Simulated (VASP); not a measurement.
# Cu (Fm-3m) in VASP: a series of runs

Cu is run at these levels: PBE; tasks: single point.

Program: VASP 6.6.1. These are calculated values, not measurements. Logs are shortened: lines on timing, memory, paths and dates and some standing lists are left out, and cuts for length are marked.

## Step 1: The cell of the first run

Symmetry: Fm-3m, No. 225, cubic system. Conventional cell: a = 3.629 Å, b = 3.629 Å, c = 3.629 Å, α = 90.00°, β = 90.00°, γ = 90.00°. Within 3.4 Å of Cu (site symmetry m-3m) lie 12 Cu at 2.57 Å.

## Step 2: Single point, PBE

File INCAR:

```
PREC = Accurate ; ENCUT = 520
EDIFF = 1E-6 ; ISMEAR = 0
SIGMA = 0.05 ; LREAL = F
LASPH = T ; NELM = 100
ALGO = Fast ; ISIF = 2
LWAVE = F ; LCHARG = T
GGA = PE ; LELF = T
LVHAR = T ; NBANDS = 12
```

File KPOINTS:

```
Automatic mesh
0
Gamma
  22 22 22
```

File POSCAR:

```
Cu
1.0
    0.0000000000      1.8145221757      1.8145221757
    1.8145221757      0.0000000000      1.8145221757
    1.8145221757      1.8145221757      0.0000000000
Cu
1
Direct
    0.0000000000      0.0000000000      0.0000000000
```

Potentials or basis: VASP PAW PBE potentials, release 64 (Cu).

Command:

```sh
> cat potpaw_PBE.64/Cu/POTCAR > POTCAR
> mpirun -np 1 vasp_std > vasp.out
```

OUTCAR:

```text
PREC = Accurate
   ENCUT = 520
   EDIFF = 1E-6
   ISMEAR = 0
   LREAL = F
   LASPH = T
   NELM = 100
   ISIF = 2
   GGA = PE

 ion  position               nearest neighbor table
   1  0.000  0.000  0.000-

  LATTYP: Found a face centered cubic cell.
 ALAT       =     3.6290443514

  Lattice vectors:

 A1 = (   0.0000000000,   1.8145221757,   1.8145221757)
 A2 = (   1.8145221757,   0.0000000000,   1.8145221757)
 A3 = (   1.8145221757,   1.8145221757,   0.0000000000)

Analysis of symmetry for initial positions (statically):
=====================================================================
 Subroutine PRICEL returns:
 Original cell was already a primitive cell.

 Routine SETGRP: Setting up the symmetry group for a
 face centered cubic supercell.

 Subroutine GETGRP returns: Found 48 space group operations
 (whereof 48 operations were pure point group operations)
 out of a pool of 48 trial point group operations.

The static configuration has the point symmetry O_h .

Analysis of symmetry for dynamics (positions and initial velocities):
=====================================================================
 Subroutine PRICEL returns:
 Original cell was already a primitive cell.

 Routine SETGRP: Setting up the symmetry group for a
 face centered cubic supercell.

 Subroutine GETGRP returns: Found 48 space group operations
 (whereof 48 operations were pure point group operations)
 out of a pool of 48 trial point group operations.

The dynamic configuration has the point symmetry O_h .

 Subroutine INISYM returns: Found 48 space group operations
 (whereof 48 operations are pure point group operations),
 and found     1 'primitive' translations

----------------------------------------------------------------------------------------

                                     Primitive cell

  volume of cell :      11.9486

  direct lattice vectors                    reciprocal lattice vectors
     0.000000000  1.814522176  1.814522176    -0.275554637  0.275554637  0.275554637
     1.814522176  0.000000000  1.814522176     0.275554637 -0.275554637  0.275554637
     1.814522176  1.814522176  0.000000000     0.275554637  0.275554637 -0.275554637

  length of vectors
     2.566121870  2.566121870  2.566121870     0.477274632  0.477274632  0.477274632

  position of ions in fractional coordinates (direct lattice)
     0.000000000  0.000000000  0.000000000

  ion indices of the primitive-cell ions
   primitive index   ion index
                 1           1

----------------------------------------------------------------------------------------

 KPOINTS: Automatic mesh

Automatic generation of k-mesh.
 Grid dimensions read from file:
 generate k-points for:   22   22   22

 Generating k-lattice:

  Cartesian coordinates                     Fractional coordinates (reciprocal lattice)
    -0.012525211  0.012525211  0.012525211     0.045454545  0.000000000  0.000000000
     0.012525211 -0.012525211  0.012525211     0.000000000  0.045454545  0.000000000
     0.012525211  0.012525211 -0.012525211     0.000000000  0.000000000  0.045454545

  Length of vectors
     0.021694301  0.021694301  0.021694301

  Shift w.r.t. Gamma in fractional coordinates (k-lattice)
     0.000000000  0.000000000  0.000000000

 Subroutine IBZKPT returns following result:
 ===========================================

 Found    328 irreducible k-points:

 Following reciprocal coordinates:
            Coordinates               Weight
  0.000000  0.000000  0.000000      1.000000
  0.045455  0.000000  0.000000      8.000000
  0.090909  0.000000  0.000000      8.000000
  0.136364  0.000000  0.000000      8.000000
  0.181818  0.000000  0.000000      8.000000
  0.227273  0.000000  0.000000      8.000000
[... 16 lines left out ...]
  0.500000  0.045455  0.000000     24.000000
 -0.454545  0.045455  0.000000     24.000000
 [... further k-points ...]
   k-points           NKPTS =    328   k-points in BZ     NKDIM =    328   number of bands    NBANDS=     12
   number of dos      NEDOS =    301   number of ions     NIONS =      1
   total plane-waves  NPLWV =   8000
   dimension x,y,z NGX =    20 NGY =   20 NGZ =   20
   dimension x,y,z NGXF=    40 NGYF=   40 NGZF=   40
   ions per type =               1
   NGX,Y,Z   is equivalent  to a cutoff of  12.96, 12.96, 12.96 a.u.
   NGXF,Y,Z  is equivalent  to a cutoff of  25.91, 25.91, 25.91 a.u.
 SYSTEM =  unknown system
   PREC   = accura    normal or accurate (medium, high low for compatibility)
   ISTART =      0    job   : 0-new  1-cont  2-samecut
   ICHARG =      2    charge: 1-file 2-atom 10-const
   ISPIN  =      1    spin polarized calculation?
   LNONCOLLINEAR =      F non collinear calculations
   LSORBIT =      F    spin-orbit coupling
   LASPH  =      T    aspherical Exc in radial PAW
   ENCUT  =  520.0 eV  38.22 Ry    6.18 a.u.   4.77  4.77  4.77*2*pi/ulx,y,z
   NELM   =    100;   NELMIN=  2; NELMDL= -5     # of ELM steps
   EDIFF  = 0.1E-05   stopping-criterion for ELM
   LREAL  =      F    real-space projection
   EDIFFG = 0.1E-04   stopping-criterion for IOM
   NSW    =      0    number of steps for IOM
   IBRION =     -1    ionic relax: 0-MD 1-quasi-New 2-CG
   NFREE  =      0    steps in history (QN), initial steepest desc. (CG)
   ISIF   =      2    stress and relaxation
   ISYM   =      2    0-nonsym 1-usesym 2-fastsym
   POTIM  = 0.5000    time-step for ionic-motion
   TEBEG  =    0.0;   TEEND  =   0.0 temperature during run
   PSTRESS=    0.0 pullay stress
   NELECT =      11.0000    total number of electrons
   NUPDOWN=      -1.0000    fix difference up-down
   EMIN   =  10.00;   EMAX   =-10.00  energy-range for DOS
   EFERMI =   0.00;   METHOD = LEGACY
   ISMEAR =     0;   SIGMA  =   0.05  broadening in eV -4-tet -1-fermi 0-gaus
   EFERMI_NEDOS =   21; number of points for ismear=-14 and -15
   IALGO  =     68    algorithm
   IMIX   =      4    mixing-type and parameters
     AMIX     =   0.40;   BMIX     =  1.00
     AMIX_MAG =   1.60;   BMIX_MAG =  1.00
  volume/ion in A,a.u.               =      11.95        80.63
  Fermi-wavevector in a.u.,A,eV,Ry     =   1.592576  3.009532 34.508425  2.536298
  Thomas-Fermi vector in A             =   2.690940
   LORBIT       =      0    0 simple, 1 ext, 2 COOP (PROOUT), +10 PAW based schemes
   GGA     = PE    functional components
   LHFCALC =     F    Hartree Fock is set to
   AEXX    =    0.0000 exact exchange contribution
   IVDW    =     0    specifies the selected vdW correction
   LEPSILON=     F    determine dielectric tensor
   LRPA    =     F    only Hartree local field effects (RPA)
 non-spin polarized calculation
 RMM-DIIS sequential band-by-band and
 Gauss-broadening in eV      SIGMA  =   0.05
  energy-cutoff  :      520.00
  volume of cell :       11.95
 maximum number of plane-waves:       332
   NGX =  9   NGY =  9   NGZ =  9

 number of electron      10.9999998 magnetization

 Free energy of the ion-electron system (eV)
  ---------------------------------------------------
  ext. energy  EPLUGINS =         0.00000000
  ---------------------------------------------------
  free energy    TOTEN  =        -3.72914486 eV

  energy without entropy =       -3.72882533  energy(sigma->0) =       -3.72898510

 E-fermi :   7.4278     XC(G=0): -12.6584

 val. band max:        7.4173278904   @ k =   0.4545   0.4091   0.0455
 cond. band min:       7.5024834533   @ k =   0.5000   0.1818   0.0455
 fundamental gap:      0.0851555629
 Fermi energy:         7.4278051224

 k-point     1 :       0.0000    0.0000    0.0000
  band No.  band energies     occupation
      1      -1.8208      2.00000
      2       4.4510      2.00000
      3       4.4510      2.00000
      4       4.4510      2.00000
      5       5.2582      2.00000
      6       5.2582      2.00000
      7      29.9430      0.00000
      8      32.4972      0.00000
      9      32.4972      0.00000
     10      32.4972      0.00000
     11      34.9803      0.00000
     12      34.9803      0.00000

 k-point     2 :       0.0455    0.0000    0.0000
  band No.  band energies     occupation
      1      -1.7460      2.00000
      2       4.4351      2.00000
      3       4.4652      2.00000
      4       4.4652      2.00000
      5       5.2525      2.00000
      6       5.2525      2.00000
      7      29.5442      0.00000
      8      31.4032      0.00000
      9      32.2384      0.00000
     10      32.2384      0.00000
     11      35.3467      0.00000
     12      35.3468      0.00000

 k-point     3 :       0.0909    0.0000    0.0000
  band No.  band energies     occupation
      1      -1.5233      2.00000
      2       4.3906      2.00000
      3       4.5042      2.00000
      4       4.5042      2.00000
      5       5.2388      2.00000
      6       5.2388      2.00000
      7      27.8347      0.00000
      8      30.7166      0.00000
      9      31.7125      0.00000
     10      31.7125      0.00000
     11      36.1767      0.00000
     12      36.2360      0.00000

 k-point     4 :       0.1364    0.0000    0.0000
  band No.  band energies     occupation
      1      -1.1580      2.00000
      2       4.3264      2.00000
      3       4.5558      2.00000
      4       4.5558      2.00000
      5       5.2286      2.00000
      6       5.2286      2.00000
      7      25.5361      0.00000
      8      30.4931      0.00000
      9      31.1646      0.00000
     10      31.1646      0.00000
     11      36.8654      0.00000
     12      37.0982      0.00000

 k-point     5 :       0.1818    0.0000    0.0000
  band No.  band energies     occupation
      1      -0.6605      2.00000
      2       4.2579      2.00000
      3       4.5988      2.00000
      4       4.5988      2.00000
      5       5.2413      2.00000
      6       5.2413      2.00000
      7      23.1898      0.00000
      8      30.2722      0.00000
      9      30.6730      0.00000
     10      30.6730      0.00000
     11      36.8192      0.00000
     12      37.2421      0.00000

 k-point     6 :       0.2273    0.0000    0.0000
  band No.  band energies     occupation
      1      -0.0508      2.00000
      2       4.2094      2.00000
      3       4.6114      2.00000
      4       4.6114      2.00000
      5       5.2959      2.00000
      6       5.2959      2.00000
      7      20.9013      0.00000
      8      29.9794      0.00000
      9      30.2599      0.00000
     10      30.2599      0.00000
     11      36.2871      0.00000
     12      36.2871      0.00000

 k-point     7 :       0.2727    0.0000    0.0000
  band No.  band energies     occupation
      1       0.6329      2.00000
      2       4.2206      2.00000
      3       4.5894      2.00000
      4       4.5894      2.00000
      5       5.3924      2.00000
      6       5.3924      2.00000
      7      18.7078      0.00000
      8      29.6282      0.00000
      9      29.9299      0.00000
     10      29.9299      0.00000
     11      35.2138      0.00000
     12      35.2138      0.00000

 k-point     8 :       0.3182    0.0000    0.0000
  band No.  band energies     occupation
      1       1.3162      2.00000
      2       4.3611      2.00000
      3       4.5462      2.00000
      4       4.5462      2.00000
      5       5.5114      2.00000
      6       5.5114      2.00000
      7      16.6353      0.00000
      8      29.2625      0.00000
      9      29.6815      0.00000
     10      29.6815      0.00000
     11      34.2508      0.00000
     12      34.2509      0.00000
[... 166 lines left out ...]
 k-point    20 :       0.3636    0.0455    0.0000
  band No.  band energies     occupation
      1       1.7637      2.00000
      2       4.4865      2.00000
      3       4.5003      2.00000
      4       4.5412      2.00000
      5       5.6293      2.00000
      6       5.6535      2.00000
      7      15.3855      0.00000
      8      28.2572      0.00000
      9      28.4920      0.00000
     10      30.2728      0.00000
     11      33.3655      0.00000
     12      34.9334      0.00000

 k-point    21 :       0.4091    0.0455    0.0000
  band No.  band energies     occupation
      1       2.1813      2.00000
      2       4.4417      2.00000
      3       4.4965      2.00000
      4       4.9435      2.00000
      5       5.7444      2.00000
      6       5.8769      2.00000
      7      13.5972      0.00000
      8      28.2656      0.00000
      9      28.2669      0.00000
     10      29.5969      0.00000
     11      33.2015      0.00000
     12      34.1687      0.00000

 k-point    22 :       0.4545    0.0455    0.0000
  band No.  band energies     occupation
      1       2.3920      2.00000
      2       4.4079      2.00000
      3       4.4620      2.00000
      4       5.3568      2.00000
      5       5.8024      2.00000
      6       6.3165      2.00000
      7      12.1096      0.00000
      8      28.0484      0.00000
      9      28.4124      0.00000
     10      29.1026      0.00000
     11      33.1686      0.00000
     12      33.5449      0.00000

 k-point    23 :       0.5000    0.0455    0.0000
  band No.  band energies     occupation
      1       2.4672      2.00000
      2       4.3934      2.00000
      3       4.4435      2.00000
      4       5.5268      2.00000
      5       5.8180      2.00000
      6       6.7761      2.00000
      7      11.2261      0.00000
      8      27.8061      0.00000
      9      28.6961      0.00000
     10      28.8594      0.00000
     11      33.0685      0.00000
     12      33.2695      0.00000

 k-point    24 :      -0.4545    0.0455    0.0000
  band No.  band energies     occupation
      1       2.4534      2.00000
      2       4.3998      2.00000
      3       4.4439      2.00000
      4       5.5145      2.00000
      5       5.7881      2.00000
      6       6.6686      2.00000
      7      11.4219      0.00000
      8      27.5646      0.00000
      9      28.8613      0.00000
     10      29.1126      0.00000
     11      32.7477      0.00000
     12      33.4984      0.00000

 [... further k-points ...]
[... 5 lines left out ...]
  --------------------------------------------------------------------------------------
  -------------------------------------------------------------------------------------
  Total        0.0442761      0.0442761      0.0442761     -0.0000000      0.0000000      0.0000000
  in kB        5.9369492      5.9369492      5.9369492     -0.0000000      0.0000000      0.0000000
  external PRESSURE =       5.9369492 kB  Pullay stress =       0.0000000 kB

 VOLUME and BASIS-vectors are now :
 -----------------------------------------------------------------------------
  energy-cutoff  :      520.00
  volume of cell :       11.95
      direct lattice vectors                 reciprocal lattice vectors
     0.000000000  1.814522176  1.814522176    -0.275554637  0.275554637  0.275554637
     1.814522176  0.000000000  1.814522176     0.275554637 -0.275554637  0.275554637
     1.814522176  1.814522176  0.000000000     0.275554637  0.275554637 -0.275554637

 POSITION                                       TOTAL-FORCE (eV/Angst)
 -----------------------------------------------------------------------------------
      0.00000      0.00000      0.00000         0.000000     -0.000000      0.000000
 -----------------------------------------------------------------------------------
    total drift:                                0.000000      0.000000      0.000000

  FREE ENERGIE OF THE ION-ELECTRON SYSTEM (eV)
  ---------------------------------------------------
  free  energy   TOTEN  =        -3.7291448592 eV

  energy  without entropy=       -3.7288253315  energy(sigma->0) =       -3.72898510
```

Run time: 44 s. Hardware: 1 thread of Intel Xeon Platinum 8259CL at 2.50GHz (Skylake/Cascade Lake), shared host; peak memory 0.16 GiB.

Results:

```yaml
Free_energy: -3.7291 eV
Pressure: 0.6 GPa
```

(Continued in part 2 of 2.)
